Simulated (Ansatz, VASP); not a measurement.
# As in VASP and in Ansatz

Contents of INCAR:

```
SYSTEM = As
ALGO = Normal
EDIFF = 1E-6
ENCUT = 520
GGA = PS
ISIF = 2
ISMEAR = -1
LASPH = .True.
LCHARG = .False.
LREAL = .False.
LWAVE = .False.
NBANDS = 12
NELM = 100
PREC = Accurate
SIGMA = 0.08
```

File KPOINTS:

```
k-points
0
Gamma
  14 14 8
  0 0 0
```

POSCAR

```
As
1.0
    2.3621533912      0.0000000000      0.0000000000
   -1.1810766956      2.0456848444      0.0000000000
    0.0000000000      0.0000000000      3.8081660416
As
2
Direct
    0.3333333333      0.6666666667      0.2500000000
    0.6666666667      0.3333333333      0.7500000000
```

Input for Ansatz:

```yaml
crystal:
  lattice:
    - [2.3621533912, 0.0, 0.0]
    - [-1.1810766956, 2.0456848444, 0.0]
    - [0.0, 0.0, 3.8081660416]
  atoms:
    - { symbol: As, position: [0.3333333333, 0.6666666667, 0.25] }
    - { symbol: As, position: [0.6666666667, 0.3333333333, 0.75] }
kpoints:
  mp_grid: { grid: [14, 14, 8] }
  band_path:
    path:
      - [0.0, 0.0, 0.0]
      - [0.5, 0.0, 0.0]
      - [0.3333333333, 0.3333333333, 0.0]
      - [0.0, 0.0, 0.0]
      - [0.0, 0.0, 0.5]
      - [0.5, 0.0, 0.5]
      - [0.3333333333, 0.3333333333, 0.5]
      - [0.0, 0.0, 0.5]
      - [0.5, 0.0, 0.5]
    npoints: 8
scf:
  occupations: { method: fermi_dirac, width: 0.08 }
hamiltonian:
  xc: pbesol
  pseudopotentials: { kind: all_electron, lapw: { basis_error: 0.001 } }
output:
  forces: true
  stress: true
  eigenvalues: true
  populations: true
  dos: { projected: true, de: 0.2, e_range: [-14, 8] }
```

Change from the starting cell: volume scaled by 0.5, LAPW.

Alike in both runs: task single point; functional PBEsol; k mesh 14 × 14 × 8; occupations fermi-dirac, width 0.08 eV; no spin polarisation.

|  | VASP | Ansatz |
| --- | --- | --- |
| version | VASP 6.6.1 | Ansatz 0.2.0 |
| potentials or method | VASP PAW PBE potentials, release 64 (As), cutoff 520 eV | all-electron LAPW, scalar-relativistic |

|  | VASP | Ansatz | Ansatz less VASP |
| --- | --- | --- | --- |
| pressure (GPa) | 289.4 | 276.3 | -13.08 |
| traceless stress, the component that is largest in VASP (GPa) | 0.09 | 0.19 | +0.100 |

VASP's potentials were made for PBE, not for PBEsol. Both programs put the cell under a high pressure, so it lies far from rest at this level. Ansatz ran all-electron here, and VASP with PAW potentials.

Noted on VASP's run: the cell as given lies far from equilibrium.
